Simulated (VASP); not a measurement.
Si4Ge2Ir: relaxation of cell and atoms with PBE

Si4Ge2Ir:

```
Si Ge Ir
1.0
     3.90000    0.00000    0.00000
    -1.95000    3.37750    0.00000
     0.00000    0.00000   10.30000
Si Ge Ir
4 2 1
Direct
  0.33333 0.66667 0.08000
  0.33333 0.66667 0.31000
  0.66667 0.33333 0.92000
  0.66667 0.33333 0.69000
  0.00000 0.00000 0.38300
  0.00000 0.00000 0.61700
  0.00000 0.00000 0.00000
```

```
Program                : VASP 6.6.1
Task                   : relaxation of cell and atoms
Functional             : PBE
Potentials or basis    : VASP PAW PBE potentials, release 64 (Si, Ge_d, Ir)
Cutoff                 : 600 eV
k mesh                 : 5 × 5 × 2
Occupations            : gaussian, width 0.2 eV
Spin                   : no spin polarisation
Dipole correction      : no
Further INCAR settings : ALGO = Normal; EDIFF = 1e-06; IBRION = 2; EDIFFG = -0.08; NSW = 36; ISIF = 3
```

* Relaxed volume: 20.45 Å³/atom
* Relaxed cell: a = 4.028 Å, b = 4.028 Å, c = 10.192 Å, α = 90.00°, β = 90.00°, γ = 120.00°
* Space group after relaxing (to 0.1 Å): P-3m1 (No. 164)
* Energy gained by relaxing: 26.6 meV/atom
* Ionic steps: 12
* Pressure after relaxing: -0.3 GPa
* Largest force after relaxing: 0.068 eV/Å
* Band gap on the k mesh: zero (an odd number of electrons rules out a gap without spin polarisation)

Forces on the atoms (eV/Å):
```
Si   0.000  0.000  0.068
Si   0.000  0.000  0.048
Si   0.000  0.000 -0.068
Si   0.000  0.000 -0.048
Ge   0.000  0.000 -0.030
Ge   0.000  0.000  0.030
Ir   0.000  0.000  0.000
```

Stress tensor (GPa, compression positive):
```
-0.45  0.00  0.00
 0.00 -0.45  0.00
 0.00  0.00 -0.04
```

The path:
```
step  energy change (eV)  largest force (eV/Å)  pressure (GPa)  volume (Å³)
   1              0.0000                0.4096            4.75       135.67
   2             -0.0399                0.6163           -3.44       147.27
   3             -0.0988                0.3532           -0.15       142.02
   4             -0.1171                0.2647           -0.19       142.39
   5             -0.1272                0.2853           -0.15       142.95
   6             -0.1388                0.1965           -0.17       143.01
   7             -0.1624                0.1967           -0.22       143.20
   8             -0.1488                0.6371           -0.29       143.53
   9             -0.1678                0.2505           -0.28       143.31
  10             -0.1773                0.2096            0.03       142.84
  11             -0.1842                0.1297            0.64       141.94
  12             -0.1859                0.0680           -0.31       143.17
```

Final structure:
```xyz
7
Lattice="4.0275 0.0000 0.0000 -2.0138 3.4879 0.0000 0.0000 0.0000 10.1920" Properties=species:S:1:pos:R:3 pbc="T T T"
Si    0.0000    2.3253    0.6698
Si    0.0000    2.3253    3.0604
Si    2.0138    1.1626    9.5222
Si    2.0138    1.1626    7.1316
Ge    0.0000    0.0000    3.8398
Ge    0.0000    0.0000    6.3522
Ir    0.0000    0.0000   10.1920
```

Levels at points of the mesh, in eV from the Fermi level:
| k point | band 23 | band 24 | band 25 | band 26 | band 27 | band 28 | band 29 | band 30 | band 31 |
| --- | --- | --- | --- | --- | --- | --- | --- | --- | --- |
| (0.00, 0.00, 0.00) | -0.22 | -0.22 | 0.12 | 0.32 | 1.07 | 1.22 | 1.80 | 1.80 | 2.37 |
| (0.00, 0.00, 0.50) | -0.63 | -0.43 | -0.43 | 0.70 | 1.50 | 1.83 | 2.08 | 2.08 | 3.12 |

Run time: 3.9 min on 1 thread of AMD EPYC 9R45 96-Core Processor (Zen 5) (shared host), peak memory 0.28 GiB.

Caveat: the k points lie up to 0.36 Å⁻¹ apart in the final cell, too coarse for converged energies and pressures of a metal; spin-orbit coupling is left out, which moves the levels of the heavy elements; an odd number of electrons without spin polarisation forces a metal; a magnetic or distorted state may lie lower; the relaxation stopped at a loose force limit of 0.08 eV/Å, so its end isn't a converged minimum.
